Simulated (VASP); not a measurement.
# K (Fm-3m) in VASP: notebook, part 2 of 2

VASP 6.6.1. The steps go on from the part before.

**3. Single point, PBEsol (strained)**

The input, INCAR:

```
PREC     = Accurate       # precision mode
ENCUT    = 520            # plane-wave cutoff, eV
EDIFF    = 1E-6           # SCF threshold, eV
ISMEAR   = 0              # smearing method
SIGMA    = 0.1            # smearing width, eV
LREAL    = F              # projectors in reciprocal space
LASPH    = T              # aspherical terms in the spheres
NELM     = 80             # most SCF steps
ALGO     = Fast           # electronic algorithm
ISIF     = 2              # what is computed and relaxed
LWAVE    = F              # write WAVECAR
LCHARG   = F              # write CHGCAR
GGA      = PS             # functional
NBANDS   = 10             # bands
```

The input, KPOINTS:

```
regular mesh
0
Gamma
  12 12 12
```

The input, POSCAR:

```
K
1.0
    0.0000000000      3.4670367196      3.4670367196
    3.4670367196      0.0000000000      3.4670367196
    3.4670367196      3.4670367196      0.0000000000
K
1
Direct
    0.0000000000      0.0000000000      0.0000000000
```

Potentials or basis: VASP PAW PBE potentials, release 64 (K_sv).

On the command line:

```console
> cat potpaw_PBE.64/K_sv/POTCAR > POTCAR
> mpirun -np 1 vasp_std > vasp.out
```

OUTCAR:

```text
PREC = Accurate
   ENCUT = 520
   EDIFF = 1E-6
   ISMEAR = 0
   LREAL = F
   LASPH = T
   NELM = 80
   ISIF = 2
   GGA = PS

 ion  position               nearest neighbor table
   1  0.000  0.000  0.000-

  LATTYP: Found a face centered cubic cell.
 ALAT       =     6.9340734392

  Lattice vectors:

 A1 = (   0.0000000000,   3.4670367196,   3.4670367196)
 A2 = (   3.4670367196,   0.0000000000,   3.4670367196)
 A3 = (   3.4670367196,   3.4670367196,   0.0000000000)

Analysis of symmetry for initial positions (statically):
=====================================================================
 Subroutine PRICEL returns:
 Original cell was already a primitive cell.

 Routine SETGRP: Setting up the symmetry group for a
 face centered cubic supercell.

 Subroutine GETGRP returns: Found 48 space group operations
 (whereof 48 operations were pure point group operations)
 out of a pool of 48 trial point group operations.

The static configuration has the point symmetry O_h .

Analysis of symmetry for dynamics (positions and initial velocities):
=====================================================================
 Subroutine PRICEL returns:
 Original cell was already a primitive cell.

 Routine SETGRP: Setting up the symmetry group for a
 face centered cubic supercell.

 Subroutine GETGRP returns: Found 48 space group operations
 (whereof 48 operations were pure point group operations)
 out of a pool of 48 trial point group operations.

The dynamic configuration has the point symmetry O_h .

 Subroutine INISYM returns: Found 48 space group operations
 (whereof 48 operations are pure point group operations),
 and found     1 'primitive' translations

----------------------------------------------------------------------------------------

                                     Primitive cell

  volume of cell :      83.3499

  direct lattice vectors                    reciprocal lattice vectors
     0.000000000  3.467036720  3.467036720    -0.144215375  0.144215375  0.144215375
     3.467036720  0.000000000  3.467036720     0.144215375 -0.144215375  0.144215375
     3.467036720  3.467036720  0.000000000     0.144215375  0.144215375 -0.144215375

  length of vectors
     4.903130350  4.903130350  4.903130350     0.249788356  0.249788356  0.249788356

  position of ions in fractional coordinates (direct lattice)
     0.000000000  0.000000000  0.000000000

  ion indices of the primitive-cell ions
   primitive index   ion index
                 1           1

----------------------------------------------------------------------------------------

 KPOINTS: regular mesh

Automatic generation of k-mesh.
 Grid dimensions read from file:
 generate k-points for:   12   12   12

 Generating k-lattice:

  Cartesian coordinates                     Fractional coordinates (reciprocal lattice)
    -0.012017948  0.012017948  0.012017948     0.083333333  0.000000000  0.000000000
     0.012017948 -0.012017948  0.012017948     0.000000000  0.083333333  0.000000000
     0.012017948  0.012017948 -0.012017948     0.000000000  0.000000000  0.083333333

  Length of vectors
     0.020815696  0.020815696  0.020815696

  Shift w.r.t. Gamma in fractional coordinates (k-lattice)
     0.000000000  0.000000000  0.000000000

 Subroutine IBZKPT returns following result:
 ===========================================

 Found     72 irreducible k-points:

 Following reciprocal coordinates:
            Coordinates               Weight
  0.000000  0.000000  0.000000      1.000000
  0.083333  0.000000  0.000000      8.000000
  0.166667  0.000000  0.000000      8.000000
  0.250000  0.000000  0.000000      8.000000
  0.333333  0.000000  0.000000      8.000000
  0.416667  0.000000  0.000000      8.000000
[... 16 lines left out ...]
  0.500000  0.166667  0.000000     24.000000
 -0.416667  0.166667  0.000000     24.000000
 [... further k-points ...]
   k-points           NKPTS =     72   k-points in BZ     NKDIM =     72   number of bands    NBANDS=     10
   number of dos      NEDOS =    301   number of ions     NIONS =      1
   total plane-waves  NPLWV =  46656
   dimension x,y,z NGX =    36 NGY =   36 NGZ =   36
   dimension x,y,z NGXF=    72 NGYF=   72 NGZF=   72
   ions per type =               1
   NGX,Y,Z   is equivalent  to a cutoff of  12.21, 12.21, 12.21 a.u.
   NGXF,Y,Z  is equivalent  to a cutoff of  24.41, 24.41, 24.41 a.u.
 SYSTEM =  unknown system
   PREC   = accura    normal or accurate (medium, high low for compatibility)
   ISTART =      0    job   : 0-new  1-cont  2-samecut
   ICHARG =      2    charge: 1-file 2-atom 10-const
   ISPIN  =      1    spin polarized calculation?
   LNONCOLLINEAR =      F non collinear calculations
   LSORBIT =      F    spin-orbit coupling
   LASPH  =      T    aspherical Exc in radial PAW
   ENCUT  =  520.0 eV  38.22 Ry    6.18 a.u.   9.12  9.12  9.12*2*pi/ulx,y,z
   NELM   =     80;   NELMIN=  2; NELMDL= -5     # of ELM steps
   EDIFF  = 0.1E-05   stopping-criterion for ELM
   LREAL  =      F    real-space projection
   EDIFFG = 0.1E-04   stopping-criterion for IOM
   NSW    =      0    number of steps for IOM
   IBRION =     -1    ionic relax: 0-MD 1-quasi-New 2-CG
   NFREE  =      0    steps in history (QN), initial steepest desc. (CG)
   ISIF   =      2    stress and relaxation
   ISYM   =      2    0-nonsym 1-usesym 2-fastsym
   POTIM  = 0.5000    time-step for ionic-motion
   TEBEG  =    0.0;   TEEND  =   0.0 temperature during run
   PSTRESS=    0.0 pullay stress
   NELECT =       9.0000    total number of electrons
   NUPDOWN=      -1.0000    fix difference up-down
   EMIN   =  10.00;   EMAX   =-10.00  energy-range for DOS
   EFERMI =   0.00;   METHOD = LEGACY
   ISMEAR =     0;   SIGMA  =   0.10  broadening in eV -4-tet -1-fermi 0-gaus
   EFERMI_NEDOS =   21; number of points for ismear=-14 and -15
   IALGO  =     68    algorithm
   IMIX   =      4    mixing-type and parameters
     AMIX     =   0.40;   BMIX     =  1.00
     AMIX_MAG =   1.60;   BMIX_MAG =  1.00
  volume/ion in A,a.u.               =      83.35       562.47
  Fermi-wavevector in a.u.,A,eV,Ry     =   0.779568  1.473170  8.268614  0.607726
  Thomas-Fermi vector in A             =   1.882699
   LORBIT       =      0    0 simple, 1 ext, 2 COOP (PROOUT), +10 PAW based schemes
   GGA     = PS    functional components
   LHFCALC =     F    Hartree Fock is set to
   AEXX    =    0.0000 exact exchange contribution
   IVDW    =     0    specifies the selected vdW correction
   LEPSILON=     F    determine dielectric tensor
   LRPA    =     F    only Hartree local field effects (RPA)
 non-spin polarized calculation
 RMM-DIIS sequential band-by-band and
 Gauss-broadening in eV      SIGMA  =   0.10
  energy-cutoff  :      520.00
  volume of cell :       83.35
 maximum number of plane-waves:      2272
   NGX = 19   NGY = 19   NGZ = 19

 number of electron       8.9999999 magnetization

 Free energy of the ion-electron system (eV)
  ---------------------------------------------------
  ext. energy  EPLUGINS =         0.00000000
  ---------------------------------------------------
  free energy    TOTEN  =        -1.11746824 eV

  energy without entropy =       -1.11346747  energy(sigma->0) =       -1.11546786

 E-fermi :  -0.4279     XC(G=0):  -5.3949

 val. band max:       -0.4838475831   @ k =   0.5000   0.2500   0.0833
 cond. band min:      -0.4119135139   @ k =  -0.4167   0.0833   0.0000
 fundamental gap:      0.0719340692
 Fermi energy:        -0.4278549905

 k-point     1 :       0.0000    0.0000    0.0000
  band No.  band energies     occupation
      1     -32.4943      2.00000
      2     -16.0109      2.00000
      3     -16.0109      2.00000
      4     -16.0109      2.00000
      5      -2.4002      2.00000
      6       3.6740      0.00000
      7       3.6740      0.00000
      8       3.6740      0.00000
      9       4.8439      0.00000
     10       4.8439      0.00000
[... 287 lines left out ...]
 k-point    24 :      -0.4167    0.1667    0.0000
  band No.  band energies     occupation
      1     -32.4921      2.00000
      2     -16.0494      2.00000
      3     -16.0246      2.00000
      4     -16.0185      2.00000
      5      -0.0228      0.00000
      6       0.4450      0.00000
      7       2.6737      0.00000
      8       3.5982      0.00000
      9       4.6273      0.00000
     10       5.2977      0.00000

 [... further k-points ...]

------------------------ aborting loop because EDIFF is reached ----------------------------------------

  FORCE on cell =-STRESS in cart. coord.  units (eV):
  Direction    XX          YY          ZZ          XY          YZ          ZX
  --------------------------------------------------------------------------------------
  -------------------------------------------------------------------------------------
  Total       -0.2314910     -0.2314910     -0.2314910      0.0000000      0.0000000      0.0000000
  in kB       -4.4497892     -4.4497892     -4.4497892      0.0000000      0.0000000      0.0000000
  external PRESSURE =      -4.4497892 kB  Pullay stress =       0.0000000 kB

 VOLUME and BASIS-vectors are now :
 -----------------------------------------------------------------------------
  energy-cutoff  :      520.00
  volume of cell :       83.35
      direct lattice vectors                 reciprocal lattice vectors
     0.000000000  3.467036720  3.467036720    -0.144215375  0.144215375  0.144215375
     3.467036720  0.000000000  3.467036720     0.144215375 -0.144215375  0.144215375
     3.467036720  3.467036720  0.000000000     0.144215375  0.144215375 -0.144215375

 POSITION                                       TOTAL-FORCE (eV/Angst)
 -----------------------------------------------------------------------------------
      0.00000      0.00000      0.00000         0.000000      0.000000     -0.000000
 -----------------------------------------------------------------------------------
    total drift:                               -0.000000     -0.000000     -0.000000

  FREE ENERGIE OF THE ION-ELECTRON SYSTEM (eV)
  ---------------------------------------------------
  free  energy   TOTEN  =        -1.1174682444 eV

  energy  without entropy=       -1.1134674685  energy(sigma->0) =       -1.11546786
```

It took 26 s on 1 thread of AMD EPYC 9R45 (Zen 5), shared host; peak memory 0.2 GiB.

Results:

| Property | Result |
| --- | --- |
| Free energy | -1.1175 eV |
| Pressure | -0.4 GPa |
| Band gap on the k mesh | zero (an odd number of electrons rules out a gap without spin polarisation) |

Levels at points of the mesh, in eV from the Fermi level:
```
           k point  band 2  band 3  band 4  band 5  band 6  band 7  band 8  band 9
(0.00, 0.00, 0.00)  -15.58  -15.58  -15.58   -1.97    4.10    4.10    4.10    5.27
(0.50, 0.00, 0.00)  -15.63  -15.59  -15.59    0.33    0.52    3.90    3.90    5.73
(0.50, 0.50, 0.00)  -15.62  -15.60  -15.60    0.95    1.26    2.35    4.51    4.51
```

Caveat: the cell differs from its parent crystal (strained); the PAW data sets were made with another functional, which shifts forces and pressure a little.
